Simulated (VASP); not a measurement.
# Cu in VASP: further runs

Cu is run at these levels: PBE; tasks: relaxation of the atoms.

Program: VASP 6.6.1. These are calculated values, not measurements. Logs are shortened: lines on timing, memory, paths and dates and some standing lists are left out, and cuts for length are marked.

## Step 1: The cell of the first run

The cell holds a slab with vacuum, 5 atoms: a = 2.559 Å, b = 2.559 Å, c = 24.442 Å, α = 90.00°, β = 90.00°, γ = 120.00°.

## Step 2: Relaxation of the atoms, PBE

The input, INCAR:

```
SYSTEM = Cu
ALGO = Normal ; DIPOL = 0.5 0.5 0.500
EDIFF = 1E-6 ; EDIFFG = -0.01
ENCUT = 520 ; GGA = PE
IBRION = 2 ; IDIPOL = 3
ISIF = 2 ; ISMEAR = -1
LASPH = .True. ; LCHARG = .False.
LDIPOL = .True. ; LREAL = .False.
LWAVE = .False. ; NELM = 100
NSW = 60 ; PREC = Accurate
SIGMA = 0.08
```

The input, KPOINTS:

```
k-points
0
Gamma
  15 15 1
  0 0 0
```

The input, POSCAR:

```
Cu
1.0
    2.5589948731      0.0000000000      0.0000000000
   -1.2794974366      2.2161545683      0.0000000000
    0.0000000000      0.0000000000     24.4423000000
Cu
5
Direct
    0.0000000000      0.0000000000      0.3273015904
    0.3333333340      0.6666666660      0.4136507953
    0.0000000000      0.0000000000      0.4999999997
    0.3333333340      0.6666666660      0.5863492047
    0.0000000000      0.0000000000      0.6726984096
```

Potentials or basis: VASP PAW PBE potentials, release 64 (Cu).

Command:

```sh
$ cat potpaw_PBE.64/Cu/POTCAR > POTCAR
$ mpirun -np 1 vasp_std > vasp.out
```

OUTCAR:

```text
SYSTEM = Cu
   EDIFF = 1E-6
   EDIFFG = -0.01
   ENCUT = 520
   GGA = PE
   IBRION = 2
   ISIF = 2
   ISMEAR = -1
   LASPH = .True.
   LREAL = .False.
   NELM = 100
   NSW = 60
   PREC = Accurate

 ion  position               nearest neighbor table
   1  0.000  0.000  0.327-   2 2.58   2 2.58   2 2.58
   2  0.333  0.667  0.414-   3 2.58   3 2.58   3 2.58   1 2.58   1 2.58   1 2.58
   3  0.000  0.000  0.500-   2 2.58   2 2.58   2 2.58   4 2.58   4 2.58   4 2.58
   4  0.333  0.667  0.586-   5 2.58   5 2.58   3 2.58   3 2.58   5 2.58   3 2.58
   5  0.000  0.000  0.673-   4 2.58   4 2.58   4 2.58

  LATTYP: Found a hexagonal cell.
 ALAT       =     2.5589948731
 C/A-ratio  =     9.5515236302

  Lattice vectors:

 A1 = (   2.5589948731,   0.0000000000,   0.0000000000)
 A2 = (  -1.2794974366,   2.2161545683,   0.0000000000)
 A3 = (   0.0000000000,   0.0000000000,  24.4423000000)

Analysis of symmetry for initial positions (statically):
=====================================================================
 Subroutine PRICEL returns:
 Original cell was already a primitive cell.

 Routine SETGRP: Setting up the symmetry group for a
 hexagonal supercell.

 Subroutine GETGRP returns: Found 12 space group operations
 (whereof 12 operations were pure point group operations)
 out of a pool of 24 trial point group operations.

The static configuration has the point symmetry D_3h.

Analysis of symmetry for dynamics (positions and initial velocities):
=====================================================================
 Subroutine PRICEL returns:
 Original cell was already a primitive cell.

 Routine SETGRP: Setting up the symmetry group for a
 hexagonal supercell.

 Subroutine GETGRP returns: Found 12 space group operations
 (whereof 12 operations were pure point group operations)
 out of a pool of 24 trial point group operations.

The dynamic configuration has the point symmetry D_3h.

 Subroutine INISYM returns: Found 12 space group operations
 (whereof 12 operations are pure point group operations),
 and found     1 'primitive' translations

----------------------------------------------------------------------------------------

                                     Primitive cell

  volume of cell :     138.6154

  direct lattice vectors                    reciprocal lattice vectors
     2.558994873  0.000000000  0.000000000     0.390778430  0.225616032  0.000000000
    -1.279497437  2.216154568  0.000000000     0.000000000  0.451232064  0.000000000
     0.000000000  0.000000000 24.442300000     0.000000000  0.000000000  0.040912680

  length of vectors
     2.558994873  2.558994873 24.442300000     0.451232064  0.451232064  0.040912680

  position of ions in fractional coordinates (direct lattice)
     0.000000000  0.000000000  0.327301590
     0.333333334  0.666666666  0.413650795
     0.000000000  0.000000000  0.500000000
     0.333333334  0.666666666  0.586349205
     0.000000000  0.000000000  0.672698410

  ion indices of the primitive-cell ions
   primitive index   ion index
                 1           1
                 2           2
                 3           3
                 4           4
                 5           5

----------------------------------------------------------------------------------------

 KPOINTS: k-points

Automatic generation of k-mesh.
 Grid dimensions read from file:
 generate k-points for:   15   15    1

 Generating k-lattice:

  Cartesian coordinates                     Fractional coordinates (reciprocal lattice)
     0.026051895  0.015041069  0.000000000     0.066666667  0.000000000  0.000000000
     0.000000000  0.030082138  0.000000000     0.000000000  0.066666667  0.000000000
     0.000000000  0.000000000  0.040912680     0.000000000  0.000000000  1.000000000

  Length of vectors
     0.030082138  0.030082138  0.040912680

  Shift w.r.t. Gamma in fractional coordinates (k-lattice)
     0.000000000  0.000000000  0.000000000

 Subroutine IBZKPT returns following result:
 ===========================================

 Found     27 irreducible k-points:

 Following reciprocal coordinates:
            Coordinates               Weight
  0.000000  0.000000  0.000000      1.000000
  0.066667  0.000000  0.000000      6.000000
  0.133333  0.000000  0.000000      6.000000
  0.200000  0.000000  0.000000      6.000000
  0.266667  0.000000  0.000000      6.000000
  0.333333  0.000000  0.000000      6.000000
[... 16 lines left out ...]
  0.333333  0.200000  0.000000     12.000000
  0.400000  0.200000  0.000000      6.000000
 [... further k-points ...]
   k-points           NKPTS =     27   k-points in BZ     NKDIM =     27   number of bands    NBANDS=     33
   number of dos      NEDOS =    301   number of ions     NIONS =      5
   total plane-waves  NPLWV =  76800
   dimension x,y,z NGX =    20 NGY =   20 NGZ =  192
   dimension x,y,z NGXF=    40 NGYF=   40 NGZF=  384
   ions per type =               5
   NGX,Y,Z   is equivalent  to a cutoff of  12.99, 12.99, 13.06 a.u.
   NGXF,Y,Z  is equivalent  to a cutoff of  25.99, 25.99, 26.12 a.u.
 SYSTEM =  Cu
   PREC   = accura    normal or accurate (medium, high low for compatibility)
   ISTART =      0    job   : 0-new  1-cont  2-samecut
   ICHARG =      2    charge: 1-file 2-atom 10-const
   ISPIN  =      1    spin polarized calculation?
   LNONCOLLINEAR =      F non collinear calculations
   LSORBIT =      F    spin-orbit coupling
   LASPH  =      T    aspherical Exc in radial PAW
   ENCUT  =  520.0 eV  38.22 Ry    6.18 a.u.   4.76  4.76 45.45*2*pi/ulx,y,z
   NELM   =    100;   NELMIN=  2; NELMDL= -5     # of ELM steps
   EDIFF  = 0.1E-05   stopping-criterion for ELM
   LREAL  =      F    real-space projection
   EDIFFG = -.1E-01   stopping-criterion for IOM
   NSW    =     60    number of steps for IOM
   IBRION =      2    ionic relax: 0-MD 1-quasi-New 2-CG
   NFREE  =      1    steps in history (QN), initial steepest desc. (CG)
   ISIF   =      2    stress and relaxation
   ISYM   =      2    0-nonsym 1-usesym 2-fastsym
   POTIM  = 0.5000    time-step for ionic-motion
   TEBEG  =    0.0;   TEEND  =   0.0 temperature during run
   PSTRESS=    0.0 pullay stress
   NELECT =      55.0000    total number of electrons
   NUPDOWN=      -1.0000    fix difference up-down
   EMIN   =  10.00;   EMAX   =-10.00  energy-range for DOS
   EFERMI =   0.00;   METHOD = LEGACY
   ISMEAR =    -1;   SIGMA  =   0.08  broadening in eV -4-tet -1-fermi 0-gaus
   EFERMI_NEDOS =   21; number of points for ismear=-14 and -15
   IALGO  =     38    algorithm
   IMIX   =      4    mixing-type and parameters
     AMIX     =   0.40;   BMIX     =  1.00
     AMIX_MAG =   1.60;   BMIX_MAG =  1.00
  volume/ion in A,a.u.               =      27.72       187.08
  Fermi-wavevector in a.u.,A,eV,Ry     =   1.202980  2.273303 19.689832  1.447162
  Thomas-Fermi vector in A             =   2.338747
   LORBIT       =      0    0 simple, 1 ext, 2 COOP (PROOUT), +10 PAW based schemes
   GGA     = PE    functional components
   LHFCALC =     F    Hartree Fock is set to
   AEXX    =    0.0000 exact exchange contribution
   IVDW    =     0    specifies the selected vdW correction
   LEPSILON=     F    determine dielectric tensor
   LRPA    =     F    only Hartree local field effects (RPA)
 conjugate gradient relaxation of ions
 non-spin polarized calculation
  energy-cutoff  :      520.00
  volume of cell :      138.62
 maximum number of plane-waves:      3763
 NGX is ok and might be reduce to    20
   NGX =  9   NGY =  9   NGZ = 91

--------------------------------------- Ionic step        1  -------------------------------------------

 number of electron      54.9999998 magnetization

 Free energy of the ion-electron system (eV)
  ---------------------------------------------------
  ext. energy  EPLUGINS =         0.00000000
  ---------------------------------------------------
  free energy    TOTEN  =       -17.73275987 eV

  energy without entropy =      -17.70823356  energy(sigma->0) =      -17.72049672

------------------------ aborting loop because EDIFF is reached ----------------------------------------

  FORCE on cell =-STRESS in cart. coord.  units (eV):
  Direction    XX          YY          ZZ          XY          YZ          ZX
  --------------------------------------------------------------------------------------
  -------------------------------------------------------------------------------------
  Total       -0.9944557     -0.9944557     -0.3330259      0.0000000     -0.0000000     -0.0000000
  in kB      -11.4943514    -11.4943514     -3.8492582      0.0000000     -0.0000000     -0.0000000
  external PRESSURE =      -8.9459870 kB  Pullay stress =       0.0000000 kB
[... 180 lines left out ...]
  energy  without entropy=      -17.7093187856  energy(sigma->0) =      -17.72151408

--------------------------------------- Ionic step        6  -------------------------------------------

 number of electron      54.9999985 magnetization

 dipolmoment           0.000000      0.000000      0.000000 electrons x Angstroem

 Free energy of the ion-electron system (eV)
  ---------------------------------------------------
  ext. energy  EPLUGINS =         0.00000000
  ---------------------------------------------------
  free energy    TOTEN  =       -17.73381059 eV

  energy without entropy =      -17.70940158  energy(sigma->0) =      -17.72160609

 E-fermi :   0.5296     XC(G=0):  -6.1851

 val. band max:        0.5151516499   @ k =   0.2667   0.0667   0.0000
 cond. band min:       0.5972929594   @ k =   0.0667   0.0000   0.0000
 fundamental gap:      0.0821413095
 Fermi energy:         0.5295856911

 k-point     1 :       0.0000    0.0000    0.0000
  band No.  band energies     occupation
      1      -8.4567      2.00000
      2      -7.5858      2.00000
      3      -6.3048      2.00000
      4      -5.0304      2.00000
      5      -4.5533      2.00000
      6      -2.6331      2.00000
[... 853 lines left out ...]
     32       6.3380      0.00000
     33       6.6267      0.00000

 [... further k-points ...]

------------------------ aborting loop because EDIFF is reached ----------------------------------------

 vacuum level on the upper side and lower side of the slab       (xc-potential included)        -0.007        -0.007

  FORCE on cell =-STRESS in cart. coord.  units (eV):
  Direction    XX          YY          ZZ          XY          YZ          ZX
  --------------------------------------------------------------------------------------
  -------------------------------------------------------------------------------------
  Total       -0.9301348     -0.9301348     -0.1633569      0.0000000      0.0000000     -0.0000000
  in kB      -10.7509031    -10.7509031     -1.8881499      0.0000000      0.0000000     -0.0000000
  external PRESSURE =      -7.7966520 kB  Pullay stress =       0.0000000 kB

 VOLUME and BASIS-vectors are now :
 -----------------------------------------------------------------------------
  energy-cutoff  :      520.00
  volume of cell :      138.62
      direct lattice vectors                 reciprocal lattice vectors
     2.558994873  0.000000000  0.000000000     0.390778430  0.225616032  0.000000000
    -1.279497437  2.216154568  0.000000000     0.000000000  0.451232064  0.000000000
     0.000000000  0.000000000 24.442300000     0.000000000  0.000000000  0.040912680
[... 11 lines left out ...]
  FREE ENERGIE OF THE ION-ELECTRON SYSTEM (eV)
  ---------------------------------------------------
  free  energy   TOTEN  =       -17.7338105911 eV

  energy  without entropy=      -17.7094015807  energy(sigma->0) =      -17.72160609

 reached required accuracy - stopping structural energy minimisation

 vacuum level on the upper side and lower side of the slab         5.319         5.319
```

It took 5.1 min on 1 thread of Intel Xeon Platinum 8488C (Sapphire Rapids), shared host; peak memory 0.32 GiB.

What came out:

* Free energy: -17.7338 eV
* Energy gained by relaxing: 0.2 meV/atom
* Ionic steps: 6
* Largest force after relaxing: 0.008 eV/Å
* Band gap on the k mesh: zero (an odd number of electrons rules out a gap without spin polarisation)

Forces in eV/Å, atoms in the order of the input:
```
Cu   0.000  0.000  0.008
Cu   0.000  0.000  0.008
Cu   0.000  0.000  0.000
Cu   0.000  0.000 -0.008
Cu   0.000  0.000 -0.008
```

The path:
```
step  energy change (eV)  largest force (eV/Å)  pressure (GPa)
   1              0.0000                0.0624           -0.89
   2             -0.0006                0.0431           -0.87
   3             -0.0009                0.0146           -0.85
   4             -0.0009                0.0139           -0.81
   5             -0.0009                0.0115           -0.78
   6             -0.0011                0.0077           -0.78
```

Final structure:
```
Cu
1.0
     2.55899    0.00000    0.00000
    -1.27950    2.21615    0.00000
     0.00000    0.00000   24.44230
Cu
5
Direct
  0.00000 0.00000 0.32777
  0.33333 0.66667 0.41347
  0.00000 0.00000 0.50000
  0.33333 0.66667 0.58653
  0.00000 0.00000 0.67223
```

## Step 3: Relaxation of the atoms, PBE

The input, INCAR:

```
SYSTEM = Cu
ALGO = Normal ; DIPOL = 0.5 0.5 0.500
EDIFF = 1E-7 ; EDIFFG = -0.01
ENCUT = 520 ; GGA = PE
IBRION = 2 ; IDIPOL = 3
ISIF = 2 ; ISMEAR = -1
LASPH = .TRUE. ; LCHARG = .FALSE.
LDIPOL = .TRUE. ; LREAL = .FALSE.
LWAVE = .FALSE. ; NELM = 100
NSW = 32 ; PREC = Accurate
SIGMA = 0.08
```

The input, KPOINTS:

```
k-points
0
G
  15 15 1
  0 0 0
```

The input, POSCAR:

```
Cu
1.0
    2.5589948731      0.0000000000      0.0000000000
   -1.2794974366      2.2161545683      0.0000000000
    0.0000000000      0.0000000000     24.4423000000
Cu
5
Direct
    0.0000000000      0.0000000000      0.3284312764
    0.3333333333      0.6666666667      0.4138366519
    0.0000000000      0.0000000000      0.4999999951
    0.3333333333      0.6666666667      0.5861633472
    0.0000000000      0.0000000000      0.6715687292
```

Potentials or basis: VASP PAW PBE potentials, release 64 (Cu).

Command:

```sh
$ cat potpaw_PBE.64/Cu/POTCAR > POTCAR
$ mpirun -np 1 vasp_std > vasp.out
```

Run time: 17 min. Hardware: 1 thread of Oxide Virtual Turin-like, shared host; peak memory 0.28 GiB.

It converged, with:

```yaml
Free_energy: -17.7339 eV
Energy_gained_by_relaxing: 0.0 meV/atom
Ionic_steps: 7
Band_gap_on_the_k_mesh: zero (an odd number of electrons rules out a gap without spin polarisation)
```

Forces on the atoms (eV/Å):
```
Cu   0.000  0.000  0.000
Cu   0.000  0.000 -0.003
Cu   0.000  0.000  0.000
Cu   0.000  0.000  0.003
Cu   0.000  0.000  0.000
```

Step by step:
```csv
step,energy change (eV),largest force (eV/Å),pressure (GPa)
1,0.0000,0.0187,-0.59
2,0.0000,0.0156,-0.60
3,-0.0001,0.0120,-0.64
4,-0.0001,0.0293,-0.71
5,-0.0001,0.0184,-0.66
6,-0.0001,0.0141,-0.66
7,-0.0002,0.0025,-0.70
```

Final structure:
```
Cu
1.0
     2.55899    0.00000    0.00000
    -1.27950    2.21615    0.00000
     0.00000    0.00000   24.44230
Cu
5
Direct
  0.00000 0.00000 0.32806
  0.33333 0.66667 0.41367
  0.00000 0.00000 0.50000
  0.33333 0.66667 0.58633
  0.00000 0.00000 0.67194
```

Levels at points of the mesh, in eV from the Fermi level:
```csv
k point,band 25,band 26,band 27,band 28,band 29,band 30,band 31,band 32
"(0.00, 0.00, 0.00)",-1.86,-1.65,-1.65,-1.65,-1.65,-0.98,-0.30,4.13
```
